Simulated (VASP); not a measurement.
# CsSi4Sb2 (Fmmm) in VASP: further runs

The runs below take CsSi4Sb2 through single point, with PBE.

Everything below comes from runs of VASP 6.6.1. Logs are shortened: lines on timing, memory, paths and dates and some standing lists are left out, and cuts for length are marked.

## Step 1: The cell of the first run

It takes space group Fmmm (No. 69, orthorhombic). Conventional cell: a = 7.641 Å, b = 9.397 Å, c = 11.104 Å, α = 90.00°, β = 90.00°, γ = 90.00°. Within 4.9 Å of Cs (site symmetry mmm) lie 16 Si at 3.73 to 4.51 Å and 8 Sb at 4.11 Å. Within 3.1 Å of Si (site symmetry m) lie 2 Si at 2.34 to 2.39 Å and 2 Sb at 2.75 Å. Within 3.6 Å of Sb (site symmetry 222) lie 4 Si at 2.75 Å.

## Step 2: Single point, PBE

File INCAR:

```
  PREC = Accurate
  ENCUT = 520
  EDIFF = 1E-6
  ISMEAR = 0
  SIGMA = 0.1
  LREAL = F
  LASPH = T
  NELM = 80
  ALGO = Normal
  ISIF = 2
  LWAVE = F
  LCHARG = F
  GGA = PE
  NBANDS = 26
```

File KPOINTS:

```
regular mesh
0
Gamma
  6 6 6
```

File POSCAR:

```
CsSi4Sb2
1.0
    0.0000000000      5.5518032688      3.8205438934
    4.6985515471      0.0000000000      3.8205438934
    4.6985515471      5.5518032688      0.0000000000
Cs Si Sb
1 4 2
Direct
    0.0857156697      0.0857156697      0.9142843303
    0.6022951002      0.5691278602      0.1823170900
    0.5691278602      0.6022951002      0.6462599496
    0.3537400504      0.8176829100      0.4308721398
    0.8176829100      0.3537400504      0.3977048998
    0.8357107649      0.8357107649      0.6642892351
    0.3357107649      0.3357107649      0.1642892351
```

Potentials or basis: VASP PAW PBE potentials, release 64 (Cs_sv, Si, Sb).

The run is started by

```console
cat potpaw_PBE.64/Cs_sv/POTCAR potpaw_PBE.64/Si/POTCAR potpaw_PBE.64/Sb/POTCAR > POTCAR
mpirun -np 1 vasp_std > vasp.out
```

OUTCAR:

```text
PREC = Accurate
   ENCUT = 520
   EDIFF = 1E-6
   ISMEAR = 0
   LREAL = F
   LASPH = T
   NELM = 80
   ISIF = 2
   GGA = PE

 ion  position               nearest neighbor table
   1  0.086  0.086  0.914-
   2  0.602  0.569  0.182-   4 2.34   5 2.39   6 2.75   7 2.75
   3  0.569  0.602  0.646-   5 2.34   4 2.39   6 2.75   7 2.75
   4  0.354  0.818  0.431-   2 2.34   3 2.39   7 2.75   6 2.75
   5  0.818  0.354  0.398-   3 2.34   2 2.39   7 2.75   6 2.75
   6  0.836  0.836  0.664-   2 2.75   3 2.75   4 2.75   5 2.75
   7  0.336  0.336  0.164-   4 2.75   5 2.75   2 2.75   3 2.75

  LATTYP: Found a face centered orthorhombic cell.
 ALAT       =     7.6410877868
 B/A-ratio  =     1.2298122148
 C/A-ratio  =     1.4531447416

  Lattice vectors:

 A1 = (   4.6985515471,   5.5518032688,   0.0000000000)
 A2 = (   0.0000000000,   5.5518032688,   3.8205438934)
 A3 = (   4.6985515471,   0.0000000000,   3.8205438934)

Analysis of symmetry for initial positions (statically):
=====================================================================
 Subroutine PRICEL returns:
 Original cell was already a primitive cell.

 Routine SETGRP: Setting up the symmetry group for a
 face centered orthorhombic supercell.

 Subroutine GETGRP returns: Found  8 space group operations
 (whereof  4 operations were pure point group operations)
 out of a pool of  8 trial point group operations.

The static configuration has the point symmetry C_2v.
 The point group associated with its full space group is D_2h.

Analysis of symmetry for dynamics (positions and initial velocities):
=====================================================================
 Subroutine PRICEL returns:
 Original cell was already a primitive cell.

 Routine SETGRP: Setting up the symmetry group for a
 face centered orthorhombic supercell.

 Subroutine GETGRP returns: Found  8 space group operations
 (whereof  4 operations were pure point group operations)
 out of a pool of  8 trial point group operations.

The dynamic configuration has the point symmetry C_2v.
 The point group associated with its full space group is D_2h.

 Subroutine INISYM returns: Found  8 space group operations
 (whereof  4 operations are pure point group operations),
 and found     1 'primitive' translations

----------------------------------------------------------------------------------------

                                     Primitive cell

  volume of cell :     199.3211

  direct lattice vectors                    reciprocal lattice vectors
     0.000000000  5.551803269  3.820543893    -0.106415774  0.090060828  0.130871419
     4.698551547  0.000000000  3.820543893     0.106415774 -0.090060828  0.130871419
     4.698551547  5.551803269  0.000000000     0.106415774  0.090060828 -0.130871419

  length of vectors
     6.739367565  6.055818878  7.273163423     0.191213488  0.191213488  0.191213488

  position of ions in fractional coordinates (direct lattice)
     0.085715670  0.085715670  0.914284330
     0.602295100  0.569127860  0.182317090
     0.569127860  0.602295100  0.646259950
     0.353740050  0.817682910  0.430872140
     0.817682910  0.353740050  0.397704900
     0.835710765  0.835710765  0.664289235
     0.335710765  0.335710765  0.164289235

  ion indices of the primitive-cell ions
   primitive index   ion index
                 1           1
                 2           2
                 3           3
                 4           4
                 5           5
                 6           6
                 7           7

----------------------------------------------------------------------------------------

 KPOINTS: regular mesh

Automatic generation of k-mesh.
 Grid dimensions read from file:
 generate k-points for:    6    6    6

 Generating k-lattice:

  Cartesian coordinates                     Fractional coordinates (reciprocal lattice)
    -0.017735962  0.015010138  0.021811903     0.166666667  0.000000000  0.000000000
     0.017735962 -0.015010138  0.021811903     0.000000000  0.166666667 -0.000000000
     0.017735962  0.015010138 -0.021811903     0.000000000 -0.000000000  0.166666667

  Length of vectors
     0.031868915  0.031868915  0.031868915

  Shift w.r.t. Gamma in fractional coordinates (k-lattice)
     0.000000000  0.000000000  0.000000000

 Subroutine IBZKPT returns following result:
 ===========================================

 Found     46 irreducible k-points:

 Following reciprocal coordinates:
            Coordinates               Weight
  0.000000  0.000000  0.000000      1.000000
  0.166667  0.000000 -0.000000      8.000000
  0.333333 -0.000000 -0.000000      8.000000
  0.500000 -0.000000 -0.000000      4.000000
  0.166667  0.166667  0.000000      2.000000
  0.333333  0.166667 -0.000000      8.000000
[... 16 lines left out ...]
 -0.166667  0.166667  0.166667      8.000000
  0.500000  0.333333  0.166667      4.000000
 [... further k-points ...]
   k-points           NKPTS =     46   k-points in BZ     NKDIM =     46   number of bands    NBANDS=     26
   number of dos      NEDOS =    301   number of ions     NIONS =      7
   total plane-waves  NPLWV = 129600
   dimension x,y,z NGX =    50 NGY =   48 NGZ =   54
   dimension x,y,z NGXF=   100 NGYF=   96 NGZF=  108
   ions per type =               1   4   2
   NGX,Y,Z   is equivalent  to a cutoff of  12.33, 13.18, 12.34 a.u.
   NGXF,Y,Z  is equivalent  to a cutoff of  24.67, 26.35, 24.69 a.u.
 SYSTEM =  unknown system
   PREC   = accura    normal or accurate (medium, high low for compatibility)
   ISTART =      0    job   : 0-new  1-cont  2-samecut
   ICHARG =      2    charge: 1-file 2-atom 10-const
   ISPIN  =      1    spin polarized calculation?
   LNONCOLLINEAR =      F non collinear calculations
   LSORBIT =      F    spin-orbit coupling
   LASPH  =      T    aspherical Exc in radial PAW
   ENCUT  =  520.0 eV  38.22 Ry    6.18 a.u.  12.53 11.26 13.52*2*pi/ulx,y,z
   NELM   =     80;   NELMIN=  2; NELMDL= -5     # of ELM steps
   EDIFF  = 0.1E-05   stopping-criterion for ELM
   LREAL  =      F    real-space projection
   EDIFFG = 0.1E-04   stopping-criterion for IOM
   NSW    =      0    number of steps for IOM
   IBRION =     -1    ionic relax: 0-MD 1-quasi-New 2-CG
   NFREE  =      0    steps in history (QN), initial steepest desc. (CG)
   ISIF   =      2    stress and relaxation
   ISYM   =      2    0-nonsym 1-usesym 2-fastsym
   POTIM  = 0.5000    time-step for ionic-motion
   TEBEG  =    0.0;   TEEND  =   0.0 temperature during run
   PSTRESS=    0.0 pullay stress
   NELECT =      35.0000    total number of electrons
   NUPDOWN=      -1.0000    fix difference up-down
   EMIN   =  10.00;   EMAX   =-10.00  energy-range for DOS
   EFERMI =   0.00;   METHOD = LEGACY
   ISMEAR =     0;   SIGMA  =   0.10  broadening in eV -4-tet -1-fermi 0-gaus
   EFERMI_NEDOS =   21; number of points for ismear=-14 and -15
   IALGO  =     38    algorithm
   IMIX   =      4    mixing-type and parameters
     AMIX     =   0.40;   BMIX     =  1.00
     AMIX_MAG =   1.60;   BMIX_MAG =  1.00
  volume/ion in A,a.u.               =      28.47       192.16
  Fermi-wavevector in a.u.,A,eV,Ry     =   0.916741  1.732388 11.434516  0.840413
  Thomas-Fermi vector in A             =   2.041630
   LORBIT       =      0    0 simple, 1 ext, 2 COOP (PROOUT), +10 PAW based schemes
   GGA     = PE    functional components
   LHFCALC =     F    Hartree Fock is set to
   AEXX    =    0.0000 exact exchange contribution
   IVDW    =     0    specifies the selected vdW correction
   LEPSILON=     F    determine dielectric tensor
   LRPA    =     F    only Hartree local field effects (RPA)
 non-spin polarized calculation
 Gauss-broadening in eV      SIGMA  =   0.10
  energy-cutoff  :      520.00
  volume of cell :      199.32
 maximum number of plane-waves:      5392
   NGX = 25   NGY = 23   NGZ = 27

 number of electron      35.0000000 magnetization

 Free energy of the ion-electron system (eV)
  ---------------------------------------------------
  ext. energy  EPLUGINS =         0.00000000
  ---------------------------------------------------
  free energy    TOTEN  =       -29.78465471 eV

  energy without entropy =      -29.76647032  energy(sigma->0) =      -29.77556252

 E-fermi :   5.3211     XC(G=0):  -8.9004

 val. band max:        5.3186965024   @ k =   0.5000   0.1667  -0.0000
 cond. band min:       5.3227536602   @ k =  -0.1667   0.5000   0.3333
 fundamental gap:      0.0040571578
 Fermi energy:         5.3211147296

 k-point     1 :       0.0000    0.0000    0.0000
  band No.  band energies     occupation
      1     -17.1295      2.00000
      2      -6.7475      2.00000
      3      -4.1574      2.00000
      4      -4.0926      2.00000
      5      -4.0345      2.00000
      6      -4.0080      2.00000
[... 18 lines left out ...]
     25       8.9986      0.00000
     26       9.0790      0.00000

 k-point     2 :       0.1667    0.0000   -0.0000
  band No.  band energies     occupation
      1     -17.1291      2.00000
      2      -6.6565      2.00000
      3      -4.3641      2.00000
      4      -4.1704      2.00000
      5      -4.0942      2.00000
      6      -3.9953      2.00000
[... 18 lines left out ...]
     25       8.6727      0.00000
     26       8.9976      0.00000

 k-point     3 :       0.3333   -0.0000   -0.0000
  band No.  band energies     occupation
      1     -17.1282      2.00000
      2      -6.3928      2.00000
      3      -5.0387      2.00000
      4      -4.3409      2.00000
      5      -4.0940      2.00000
      6      -3.8884      2.00000
[... 572 lines left out ...]
 k-point    23 :      -0.1667    0.1667    0.1667
  band No.  band energies     occupation
      1     -17.1281      2.00000
      2      -6.4720      2.00000
      3      -4.6512      2.00000
      4      -4.3544      2.00000
      5      -4.0594      2.00000
      6      -3.9971      2.00000
[... 18 lines left out ...]
     25       8.4399      0.00000
     26       8.8878      0.00000

 k-point    24 :       0.5000    0.3333    0.1667
  band No.  band energies     occupation
      1     -17.1273      2.00000
      2      -5.9334      2.00000
      3      -5.5631      2.00000
      4      -4.2384      2.00000
      5      -4.1933      2.00000
      6      -4.0599      2.00000
[... 18 lines left out ...]
     25       8.7426      0.00000
     26       8.9758      0.00000

 [... further k-points ...]

------------------------ aborting loop because EDIFF is reached ----------------------------------------

  FORCE on cell =-STRESS in cart. coord.  units (eV):
  Direction    XX          YY          ZZ          XY          YZ          ZX
  --------------------------------------------------------------------------------------
  -------------------------------------------------------------------------------------
  Total        0.0559698      0.0916795      0.0930292      0.0000000      0.0000000      0.0000000
  in kB        0.4498947      0.7369357      0.7477847      0.0000000      0.0000000      0.0000000
  external PRESSURE =       0.6448717 kB  Pullay stress =       0.0000000 kB

 VOLUME and BASIS-vectors are now :
 -----------------------------------------------------------------------------
  energy-cutoff  :      520.00
  volume of cell :      199.32
      direct lattice vectors                 reciprocal lattice vectors
     0.000000000  5.551803269  3.820543893    -0.106415774  0.090060828  0.130871419
     4.698551547  0.000000000  3.820543893     0.106415774 -0.090060828  0.130871419
     4.698551547  5.551803269  0.000000000     0.106415774  0.090060828 -0.130871419

 POSITION                                       TOTAL-FORCE (eV/Angst)
 -----------------------------------------------------------------------------------
      4.69855      5.55180      0.65496         0.000000     -0.000000      0.000000
      3.53070      4.35601      4.47547         0.012727      0.011573     -0.000000
      5.86640      6.74759      4.47547        -0.012727     -0.011573     -0.000000
      5.86640      4.35601      4.47547        -0.012727      0.011573      0.000000
      3.53070      6.74759      4.47547         0.012727     -0.011573     -0.000000
      7.04783      8.32770      6.38574         0.000000     -0.000000     -0.000000
      2.34928      2.77590      2.56520         0.000000     -0.000000      0.000000
 -----------------------------------------------------------------------------------
    total drift:                               -0.000001     -0.000001      0.021912

  FREE ENERGIE OF THE ION-ELECTRON SYSTEM (eV)
  ---------------------------------------------------
  free  energy   TOTEN  =       -29.7846547147 eV

  energy  without entropy=      -29.7664703169  energy(sigma->0) =      -29.77556252
```

It took 2.5 min on 1 thread of AMD EPYC 9R45 (Zen 5), shared host; peak memory 0.46 GiB.

What came out:

| Item | Value |
| --- | --- |
| Free energy | -29.7847 eV |
| Pressure | 0.1 GPa |
| Largest force | 0.017 eV/Å |

Forces in eV/Å, atoms in the order of the input:
```
Cs   0.000  0.000  0.000
Si   0.013  0.012  0.000
Si  -0.013 -0.012  0.000
Si  -0.013  0.012  0.000
Si   0.013 -0.012  0.000
Sb   0.000  0.000  0.000
Sb   0.000  0.000  0.000
```

Levels at points of the mesh, in eV from the Fermi level:
```csv
k point,band 13,band 14,band 15,band 16,band 17,band 18,band 19,band 20,band 21,band 22
"(0.00, 0.00, 0.00)",-3.53,-3.08,-2.87,-2.43,-0.60,0.61,0.94,1.04,1.53,2.00
"(0.50, 0.00, 0.00)",-3.79,-3.03,-2.33,-1.91,-1.07,0.14,0.91,1.19,1.46,1.84
"(0.50, 0.50, 0.00)",-2.09,-1.87,-1.57,-1.51,-1.43,-1.25,-0.79,0.71,1.88,2.22
"(0.50, 0.00, 0.50)",-3.91,-3.23,-2.77,-2.01,-0.91,0.04,0.20,0.37,0.44,1.45
"(0.00, 0.50, 0.50)",-3.76,-2.96,-1.73,-1.66,0.21,0.51,0.97,1.02,1.12,1.75
```

Caveat: spin-orbit coupling is left out, which moves the levels of the heavy elements.

## Step 3: Single point, PBE (volume scaled by 1.10, then relaxed in part)

File INCAR:

```
SYSTEM = CsSi4Sb2
PREC = Accurate
ENCUT = 520
EDIFF = 1E-7
ISMEAR = 0
SIGMA = 0.1
LREAL = .False.
LASPH = .True.
NELM = 60
ALGO = Normal
ISIF = 2
LWAVE = .False.
LCHARG = .False.
GGA = PE
NBANDS = 26
```

File KPOINTS:

```
regular mesh
0
Gamma
  6 6 6
  0 0 0
```

File POSCAR:

```
CsSi4Sb2
1.0
    0.0000000000      5.6290794296      3.9517821939
    4.9246803036      0.0000000000      3.9517821939
    4.9246803036      5.6290794296      0.0000000000
Cs Si Sb
1 4 2
Direct
    0.0857118743      0.0857118743      0.9142881257
    0.5983664034      0.5730573452      0.1852364587
    0.5730573452      0.5983664034      0.6433397926
    0.3566602074      0.8147635413      0.4269426548
    0.8147635413      0.3566602074      0.4016335966
    0.8357118743      0.8357118743      0.6642881257
    0.3357118743      0.3357118743      0.1642881257
```

Potentials or basis: VASP PAW PBE potentials, release 64 (Cs_sv, Si, Sb).

The run is started by

```console
cat potpaw_PBE.64/Cs_sv/POTCAR potpaw_PBE.64/Si/POTCAR potpaw_PBE.64/Sb/POTCAR > POTCAR
mpirun -np 1 vasp_std > vasp.out
```

Run time: 3.2 min. Hardware: 1 thread of AMD EPYC 9R45 (Zen 5), shared host; peak memory 0.51 GiB.

It converged, with:

- Free energy: -29.5954 eV
- Pressure: -2.9 GPa
- Largest force: 0.004 eV/Å

Forces on the atoms (eV/Å):
```
Cs   0.000  0.000  0.000
Si   0.004  0.000  0.000
Si  -0.004  0.000  0.000
Si  -0.004  0.000  0.000
Si   0.004  0.000  0.000
Sb   0.000  0.000  0.000
Sb   0.000  0.000  0.000
```

Levels at points of the mesh, in eV from the Fermi level:
```tsv
k point	band 15	band 16	band 17	band 18	band 19	band 20
(0.00, 0.00, 0.00)	-2.65	-2.30	-0.83	0.57	0.68	1.10
(0.50, 0.00, 0.00)	-2.21	-1.81	-0.88	0.03	0.89	1.05
(0.50, 0.50, 0.00)	-1.69	-1.54	-1.41	-1.16	-0.70	0.46
(0.50, 0.00, 0.50)	-2.42	-1.83	-0.67	0.18	0.21	0.47
(0.00, 0.50, 0.50)	-1.63	-1.62	0.22	0.32	0.71	0.80
```

Caveat: spin-orbit coupling is left out, which moves the levels of the heavy elements.
